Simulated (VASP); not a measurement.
# BiO5 (P-6m2) in VASP: relaxation of cell and atoms with PBE

Aim: the relaxation of cell and atoms of BiO5 with PBE.

Program: VASP 6.6.1. These are calculated values, not measurements. Logs are shortened: lines on timing, memory, paths and dates and some standing lists are left out, and cuts for length are marked.

## (1) The cell of the first run

The structure is hexagonal, space group P-6m2 (No. 187). Conventional cell: a = 3.435 Å, b = 3.435 Å, c = 10.694 Å, α = 90.00°, β = 90.00°, γ = 120.00°. Bi (site symmetry -6m2) has 6 O at 2.35 Å within 3.1 Å. Within 3.1 Å of O (site symmetry 3m) lie 3 Bi at 2.35 Å and 1 O at 2.52 Å. O (site symmetry 3m) has 1 O at 1.26 Å within 1.7 Å. Within 2.8 Å of O (site symmetry -6m2) lie 6 O at 2.08 Å.

The cell was generated, and may not be a known phase.

## (2) Relaxation of cell and atoms, PBE

Contents of INCAR:

```
SYSTEM = BiO5
PREC = Accurate ; ENCUT = 600
EDIFF = 1E-7 ; ISMEAR = 0
SIGMA = 0.1 ; LREAL = .False.
LASPH = .True. ; NELM = 80
ALGO = Normal ; ISIF = 3
LWAVE = .False. ; LCHARG = .False.
GGA = PE ; IBRION = 2
NSW = 100 ; EDIFFG = -0.01
```

Contents of KPOINTS:

```
regular mesh
0
Gamma
  12 12 4
  0 0 0
```

Contents of POSCAR:

```
BiO5
1.0
    3.4350061772      0.0000000000      0.0000000000
   -1.7175030886      2.9748026116      0.0000000000
    0.0000000000      0.0000000000     10.6944145179
Bi O
1 5
Direct
    0.0000000000      0.0000000000      0.0000000000
    0.6666666667      0.3333333333      0.8822883479
    0.0000000000      0.0000000000      0.5589748594
    0.6666666667      0.3333333333      0.5000000000
    0.0000000000      0.0000000000      0.4410251406
    0.6666666667      0.3333333333      0.1177116521
```

Potentials or basis: VASP PAW PBE potentials, release 64 (Bi_d, O).

Run with:

```bash
$ cat potpaw_PBE.64/Bi_d/POTCAR potpaw_PBE.64/O/POTCAR > POTCAR
$ mpirun -np 1 vasp_std > vasp.out
```

OUTCAR:

```text
SYSTEM = BiO5
   PREC = Accurate
   ENCUT = 600
   EDIFF = 1E-7
   ISMEAR = 0
   LREAL = .False.
   LASPH = .True.
   NELM = 80
   ISIF = 3
   GGA = PE
   IBRION = 2
   NSW = 100
   EDIFFG = -0.01

 ion  position               nearest neighbor table
   1  0.000  0.000  0.000-   2 2.35   6 2.35   2 2.35   6 2.35   2 2.35   6 2.35
   2  0.667  0.333  0.882-   1 2.35   1 2.35   1 2.35
   3  0.000  0.000  0.559-   5 1.26
   4  0.667  0.333  0.500-
   5  0.000  0.000  0.441-   3 1.26
   6  0.667  0.333  0.118-   1 2.35   1 2.35   1 2.35

  LATTYP: Found a hexagonal cell.
 ALAT       =     3.4350061772
 C/A-ratio  =     3.1133610731

  Lattice vectors:

 A1 = (   3.4350061772,   0.0000000000,   0.0000000000)
 A2 = (  -1.7175030886,   2.9748026116,   0.0000000000)
 A3 = (   0.0000000000,   0.0000000000,  10.6944145179)

Analysis of symmetry for initial positions (statically):
=====================================================================
 Subroutine PRICEL returns:
 Original cell was already a primitive cell.

 Routine SETGRP: Setting up the symmetry group for a
 hexagonal supercell.

 Subroutine GETGRP returns: Found 12 space group operations
 (whereof 12 operations were pure point group operations)
 out of a pool of 24 trial point group operations.

The static configuration has the point symmetry D_3h.

Analysis of symmetry for dynamics (positions and initial velocities):
=====================================================================
 Subroutine PRICEL returns:
 Original cell was already a primitive cell.

 Routine SETGRP: Setting up the symmetry group for a
 hexagonal supercell.

 Subroutine GETGRP returns: Found 12 space group operations
 (whereof 12 operations were pure point group operations)
 out of a pool of 24 trial point group operations.

The dynamic configuration has the point symmetry D_3h.

 Subroutine INISYM returns: Found 12 space group operations
 (whereof 12 operations are pure point group operations),
 and found     1 'primitive' translations

----------------------------------------------------------------------------------------

                                     Primitive cell

  volume of cell :     109.2805

  direct lattice vectors                    reciprocal lattice vectors
     3.435006177  0.000000000  0.000000000     0.291120292  0.168078379  0.000000000
    -1.717503089  2.974802612  0.000000000     0.000000000  0.336156757  0.000000000
     0.000000000  0.000000000 10.694414518     0.000000000  0.000000000  0.093506755

  length of vectors
[... 107 lines left out ...]
   IALGO  =     38    algorithm
   IMIX   =      4    mixing-type and parameters
     AMIX     =   0.40;   BMIX     =  1.00
     AMIX_MAG =   1.60;   BMIX_MAG =  1.00
  volume/ion in A,a.u.               =      18.21       122.91
  Fermi-wavevector in a.u.,A,eV,Ry     =   1.217956  2.301602 20.183096  1.483416
  Thomas-Fermi vector in A             =   2.353258
   LORBIT       =      0    0 simple, 1 ext, 2 COOP (PROOUT), +10 PAW based schemes
   GGA     = PE    functional components
   LHFCALC =     F    Hartree Fock is set to
   AEXX    =    0.0000 exact exchange contribution
   IVDW    =     0    specifies the selected vdW correction
   LEPSILON=     F    determine dielectric tensor
   LRPA    =     F    only Hartree local field effects (RPA)
 conjugate gradient relaxation of ions
 non-spin polarized calculation
 Gauss-broadening in eV      SIGMA  =   0.10
  energy-cutoff  :      600.00
  volume of cell :      109.28
 maximum number of plane-waves:      3676
 NGX is ok and might be reduce to    28
   NGX = 13   NGY = 13   NGZ = 43

--------------------------------------- Ionic step        1  -------------------------------------------

 number of electron      45.0000002 magnetization

 Free energy of the ion-electron system (eV)
  ---------------------------------------------------
  ext. energy  EPLUGINS =         0.00000000
  ---------------------------------------------------
  free energy    TOTEN  =       -25.22272267 eV

  energy without entropy =      -25.17481218  energy(sigma->0) =      -25.19876743

------------------------ aborting loop because EDIFF is reached ----------------------------------------

  FORCE on cell =-STRESS in cart. coord.  units (eV):
  Direction    XX          YY          ZZ          XY          YZ          ZX
  --------------------------------------------------------------------------------------
  -------------------------------------------------------------------------------------
  Total        0.2801253      0.2801253      0.7491495      0.0000000      0.0000000      0.0000000
  in kB        4.1069582      4.1069582     10.9833892      0.0000000      0.0000000      0.0000000
  external PRESSURE =       6.3991019 kB  Pullay stress =       0.0000000 kB
[... 101 lines left out ...]
  FREE ENERGIE OF THE ION-ELECTRON SYSTEM (eV)
  ---------------------------------------------------
  free  energy   TOTEN  =       -25.2276358961 eV

  energy  without entropy=      -25.1800931705  energy(sigma->0) =      -25.20386453

 E-fermi :  -0.0084     XC(G=0):  -8.1324

 val. band max:       -0.0224720421   @ k =   0.4167   0.0833   0.5000
 cond. band min:      -0.0030198294   @ k =   0.3333   0.0833   0.0000
 fundamental gap:      0.0194522127
 Fermi energy:        -0.0083959128

 k-point     1 :       0.0000    0.0000    0.0000
  band No.  band energies     occupation
      1     -25.5059      2.00000
      2     -22.5979      2.00000
      3     -22.5979      2.00000
      4     -22.5698      2.00000
      5     -22.4305      2.00000
      6     -22.4305      2.00000
[... 709 lines left out ...]
     26       3.0884      0.00000
     27       5.2338      0.00000

 [... further k-points ...]

[... ionic steps 4 to 23 ...]

--------------------------------------- Ionic step       24  -------------------------------------------

 number of electron      45.0000004 magnetization

------------------------ aborting loop because EDIFF is reached ----------------------------------------
[... 75 lines left out ...]
--------------------------------------- Ionic step       26  -------------------------------------------

 number of electron      45.0000005 magnetization

 Free energy of the ion-electron system (eV)
  ---------------------------------------------------
  ext. energy  EPLUGINS =         0.00000000
  ---------------------------------------------------
  free energy    TOTEN  =       -25.23503168 eV

  energy without entropy =      -25.18750631  energy(sigma->0) =      -25.21126899

 E-fermi :   0.5046     XC(G=0):  -8.5202

 val. band max:        0.4897625709   @ k =   0.4167   0.0833   0.5000
 cond. band min:       0.5075050853   @ k =   0.3333   0.0833   0.0000
 fundamental gap:      0.0177425145
 Fermi energy:         0.5045810197

 k-point     1 :       0.0000    0.0000    0.0000
  band No.  band energies     occupation
      1     -24.9795      2.00000
      2     -22.0870      2.00000
      3     -22.0870      2.00000
      4     -22.0590      2.00000
      5     -21.9191      2.00000
      6     -21.9191      2.00000
[... 744 lines left out ...]
  FREE ENERGIE OF THE ION-ELECTRON SYSTEM (eV)
  ---------------------------------------------------
  free  energy   TOTEN  =       -25.2350316787 eV

  energy  without entropy=      -25.1875063111  energy(sigma->0) =      -25.21126899

 reached required accuracy - stopping structural energy minimisation
```

CONTCAR:

```text
BiO5
   1.00000000000000
     3.4346937546397589   -0.0000000000000000    0.0000000000000000
    -1.7173468773198795    2.9745320457261202   -0.0000000000000000
    -0.0000000000000000   -0.0000000000000000   10.0110550267789264
  Bi              O
     1     5
Direct
     0.0000000000000000    0.0000000000000000    1.0000000000000000
     0.6666666667000030    0.3333333332999970    0.8739142963823351
     0.0000000000000000    0.0000000000000000    0.5638083769401069
     0.6666666667000030    0.3333333332999970    0.5000000000000000
     1.0000000000000000    1.0000000000000000    0.4361916230598930
     0.6666666667000030    0.3333333332999970    0.1260857036176650

  0.00000000E+00  0.00000000E+00  0.00000000E+00
  0.00000000E+00  0.00000000E+00  0.00000000E+00
  0.00000000E+00  0.00000000E+00  0.00000000E+00
  0.00000000E+00  0.00000000E+00  0.00000000E+00
  0.00000000E+00  0.00000000E+00  0.00000000E+00
  0.00000000E+00  0.00000000E+00  0.00000000E+00
```

Run time: 30 min. Hardware: 1 thread of Intel Xeon 6975P-C (Granite Rapids), shared host; peak memory 0.38 GiB.

What came out:

| Item | Value |
| --- | --- |
| Free energy | -25.2350 eV |
| Relaxed volume | 17.05 Å³/atom |
| Relaxed cell | a = 3.435 Å, b = 3.435 Å, c = 10.011 Å, α = 90.00°, β = 90.00°, γ = 120.00° |
| Space group after relaxing (to 0.1 Å) | P-6m2 (No. 187) |
| Energy gained by relaxing | 2.1 meV/atom |
| Ionic steps | 26 |
| Pressure after relaxing | 0.0 GPa |
| Largest force after relaxing | 0.008 eV/Å |
| Band gap on the k mesh | zero (an odd number of electrons rules out a gap without spin polarisation) |

Forces in eV/Å, atoms in the order of the input:
```
Bi   0.000  0.000  0.000
O    0.000  0.000  0.000
O    0.000  0.000 -0.008
O    0.000  0.000  0.000
O    0.000  0.000  0.008
O    0.000  0.000  0.000
```

Step by step:
| step | energy change (eV) | largest force (eV/Å) | pressure (GPa) | volume (Å³) |
| --- | --- | --- | --- | --- |
| 1 | 0.0000 | 0.6197 | 0.64 | 109.28 |
| 2 | 0.0404 | 1.5012 | -2.18 | 110.43 |
| 3 | -0.0049 | 0.0167 | -0.10 | 109.55 |
| 4 | -0.0049 | 0.0175 | -0.08 | 109.54 |
| 5 | -0.0049 | 0.0223 | -0.07 | 109.54 |
| 6 | -0.0050 | 0.0230 | -0.05 | 109.42 |
| 7 | -0.0054 | 0.0371 | 0.01 | 109.06 |
| 8 | -0.0058 | 0.0659 | 0.15 | 108.35 |
| 9 | -0.0058 | 0.1258 | 0.42 | 106.93 |
| 10 | -0.0060 | 0.0954 | 0.28 | 107.65 |
| 11 | -0.0060 | 0.0948 | 0.27 | 107.63 |
| 12 | -0.0062 | 0.0923 | 0.26 | 107.55 |
| 13 | -0.0065 | 0.0871 | 0.24 | 107.39 |
| 14 | -0.0070 | 0.0771 | 0.19 | 107.07 |
| 15 | -0.0080 | 0.1143 | 0.11 | 106.43 |
| 16 | -0.0092 | 0.2155 | -0.05 | 105.15 |
| 17 | -0.0095 | 0.3833 | -0.31 | 102.58 |
| 18 | -0.0099 | 0.2730 | -0.14 | 104.10 |
| 19 | -0.0102 | 0.2531 | -0.12 | 103.94 |
| 20 | -0.0110 | 0.1897 | -0.06 | 103.46 |
| 21 | -0.0119 | 0.0565 | 0.07 | 102.50 |
| 22 | -0.0120 | 0.0271 | 0.13 | 102.06 |
| 23 | -0.0120 | 0.0267 | 0.13 | 102.10 |
| 24 | -0.0121 | 0.0239 | 0.12 | 102.12 |
| 25 | -0.0122 | 0.0163 | 0.08 | 102.17 |
| 26 | -0.0123 | 0.0077 | 0.01 | 102.28 |

Final structure:
```cif
data_structure
_symmetry_space_group_name_H-M 'P 1'
_symmetry_Int_Tables_number 1
_cell_length_a 3.4347
_cell_length_b 3.4347
_cell_length_c 10.0111
_cell_angle_alpha 90.000
_cell_angle_beta 90.000
_cell_angle_gamma 120.000
_cell_volume 102.28
loop_
_atom_site_label
_atom_site_type_symbol
_atom_site_fract_x
_atom_site_fract_y
_atom_site_fract_z
_atom_site_occupancy
Bi1 Bi 0.00000 0.00000 0.00000 1
O1 O 0.66667 0.33333 0.87391 1
O2 O 0.00000 0.00000 0.56381 1
O3 O 0.66667 0.33333 0.50000 1
O4 O 0.00000 0.00000 0.43619 1
O5 O 0.66667 0.33333 0.12609 1
```

Caveat: spin-orbit coupling is left out, which moves the levels of the heavy elements; an odd number of electrons without spin polarisation forces a metal; a magnetic or distorted state may lie lower.
